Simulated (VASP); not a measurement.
A run of VASP 6.6.1 is set up as follows.

INCAR

```
ALGO = Normal ; EDIFF = 1E-6
EDIFFG = -0.04 ; ENCUT = 600
GGA = PE ; IBRION = 2
ISIF = 3 ; ISMEAR = 0
LASPH = T ; LCHARG = F
LREAL = F ; LWAVE = F
NELM = 100 ; NSW = 90
PREC = Accurate ; SIGMA = 0.1
```

KPOINTS

```
k-points
0
Gamma
  6 6 4
```

POSCAR

```
B5Pt
1.0
    3.4194158600      0.0000000000      0.0000000000
   -1.7097079300      2.9613010000      0.0000000000
    0.0000000000      0.0000000000      6.6669307300
B Pt
5 1
Direct
    0.3333333300      0.6666666700      0.7407638100
    0.3333333300      0.6666666700      0.2592361900
    0.6666666700      0.3333333300      0.2592361900
    0.6666666700      0.3333333300      0.7407638100
    0.0000000000      0.0000000000      0.0000000000
    0.0000000000      0.0000000000      0.5000000000
```

Potentials or basis: VASP PAW PBE potentials, release 64 (B, Pt).

Command:

```sh
$ cat potpaw_PBE.64/B/POTCAR potpaw_PBE.64/Pt/POTCAR > POTCAR
$ mpirun -np 1 vasp_std > vasp.out
```

(1) Estimate the space group after relaxing (to 0.1 Å).

(2) Predict the band gap on the k mesh.

(3) What does it give for the relaxed cell?

(4) Estimate the relaxed volume.

## Answers

(1) P6/mmm (No. 191).

(2) zero (an odd number of electrons rules out a gap without spin polarisation).

(3) a = 2.921 Å, b = 2.921 Å, c = 6.635 Å, α = 90.00°, β = 90.00°, γ = 120.00°.

(4) 8.17 Å³/atom.

Caveat: the volume moved by over 15 % at a fixed basis, so the end points are rough; spin-orbit coupling is left out, which moves the levels of the heavy elements.
